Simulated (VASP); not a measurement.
Set up this calculation in VASP 6.6.1, as the native input.

```yaml
Task: single point
Functional: PBEsol
Potentials_or_basis: VASP PAW PBE potentials, release 64 (Pb_d, O)
Cutoff: 520 eV
k_mesh: 8 × 8 × 6
Occupations: gaussian, width 0.05 eV
Spin: no spin polarisation
Dipole_correction: no
Further_INCAR_settings: ALGO = Normal; EDIFF = 1e-07; NBANDS = 28
```

The structure of PbO lies in POSCAR:

```
PbO
1.0
    3.9744000000      0.0000000000      0.0000000000
    0.0000000000      3.9744000000      0.0000000000
    0.0000000000      0.0000000000      5.0220000000
Pb O
2 2
Direct
    0.0000000000      0.5000000000      0.2351000000
    0.5000000000      0.0000000000      0.7649000000
    0.0000000000      0.0000000000      0.0049780964
    0.5000000000      0.5000000000      0.0049780964
```

This cell differs from its parent crystal: all O atoms moved +0.025 Å, as atom 3 along Cartesian [0 0 1].

One way to write it, as run:

INCAR

```
SYSTEM = PbO
PREC = Accurate
ENCUT = 520
EDIFF = 1E-7
ISMEAR = 0
SIGMA = 0.05
LREAL = .False.
LASPH = .True.
NELM = 60
ALGO = Normal
ISIF = 2
LWAVE = .False.
LCHARG = .False.
GGA = PS
NBANDS = 28
```

KPOINTS

```
regular mesh
0
Gamma
  8 8 6
  0 0 0
```

Potentials or basis: VASP PAW PBE potentials, release 64 (Pb_d, O).

Launch:

```bash
$ cat potpaw_PBE.64/Pb_d/POTCAR potpaw_PBE.64/O/POTCAR > POTCAR
$ mpirun -np 1 vasp_std > vasp.out
```

It gave:

* Pressure: 1.0 GPa
* Largest force: 0.378 eV/Å
* Band gap on the k mesh: 1.18 eV, indirect (least direct gap 2.24 eV)

Caveat: the cell differs from its parent crystal (all O atoms moved +0.025 Å, as atom 3 along Cartesian [0 0 1]); the PAW data sets were made with another functional, which shifts forces and pressure a little; spin-orbit coupling is left out, which moves the levels of the heavy elements.

Wall time 54 s on 1 thread of Intel(R) Xeon(R) 6975P-C (Granite Rapids), on a shared host, peak memory 0.25 GiB.
